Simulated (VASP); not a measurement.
A run of VASP 6.6.1 is set up as follows.

INCAR

```
PREC = Accurate
ENCUT = 520
EDIFF = 1E-7
ISMEAR = -1
SIGMA = 0.05
LREAL = F
LASPH = T
NELM = 100
ALGO = Normal
ISIF = 2
LWAVE = F
LCHARG = F
GGA = CA
NBANDS = 29
```

File KPOINTS:

```
regular mesh
0
Gamma
  9 9 9
```

POSCAR

```
Cd3Se
1.0
   -2.0544696389      2.0544696389      6.1273929629
    2.0544696389     -2.0544696389      6.1273929629
    2.0544696389      2.0544696389     -6.1273929629
Cd Se
3 1
Direct
    0.5000000000      0.5000000000      0.0000000000
    0.2500000000      0.7500000000      0.5000000000
    0.7500000000      0.2500000000      0.5000000000
    0.0000000000      0.0000000000      0.0000000000
```

Potentials or basis: VASP PAW LDA potentials, release 64 (Cd, Se).

Run with:

```console
$ cat potpaw_LDA.64/Cd/POTCAR potpaw_LDA.64/Se/POTCAR > POTCAR
$ mpirun -np 1 vasp_std > vasp.out
```

**Question.** Predict the band gap on the k mesh.

**Answer.** Zero (bands 21 and 22 overlap by 1.58 eV).

**Question.** Predict the pressure.

**Answer.** -5.9 GPa.

Stress tensor (GPa, compression positive):
```
-7.19  0.00  0.00
 0.00 -7.19  0.00
 0.00  0.00 -3.25
```

Caveat: the cell stands under tension.
